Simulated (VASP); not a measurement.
Write the native input for VASP 6.6.1 that does the following.

```yaml
Task: single point
Functional: PBE
Potentials_or_basis: VASP PAW PBE potentials, release 64 (Si, Ni)
Cutoff: 520 eV
k_mesh: 16 × 16 × 16
Occupations: gaussian, width 0.15 eV
Spin: no spin polarisation
Dipole_correction: no
Further_INCAR_settings: ALGO = Normal; EDIFF = 1e-07; NBANDS = 16
```

The structure of Si2Ni lies in POSCAR:

```
Si2Ni
1.0
    0.0000000000      2.8051152926      2.7642640990
    2.8051152926      0.0000000000      2.7642640990
    2.8051152926      2.8051152926      0.0000000000
Si Ni
2 1
Direct
    0.2500000000      0.2500000000      0.2500000000
    0.7500000000      0.7500000000      0.7500000000
    0.0000000000      0.0000000000      0.0000000000
```

This cell differs from its parent crystal: strain +0.030 along x and y, +0.015 along z.

The input as run:

INCAR

```
ALGO = Normal
EDIFF = 1E-7
ENCUT = 520
GGA = PE
ISIF = 2
ISMEAR = 0
LASPH = T
LCHARG = F
LREAL = F
LWAVE = F
NBANDS = 16
NELM = 100
PREC = Accurate
SIGMA = 0.15
```

KPOINTS

```
k-points
0
Gamma
  16 16 16
```

Potentials or basis: VASP PAW PBE potentials, release 64 (Si, Ni).

Command:

```console
$ cat potpaw_PBE.64/Si/POTCAR potpaw_PBE.64/Ni/POTCAR > POTCAR
$ mpirun -np 1 vasp_std > vasp.out
```

Results of the run:

- Pressure: -9.0 GPa
- Band gap on the k mesh: zero (bands 9 and 10 overlap by 2.31 eV)

Caveat: the cell differs from its parent crystal (strain +0.030 along x and y, +0.015 along z); the cell stands under tension.

Wall time 3 min on 1 thread of AMD EPYC 9R45 96-Core Processor (Zen 5), on a shared host, peak memory 0.32 GiB.
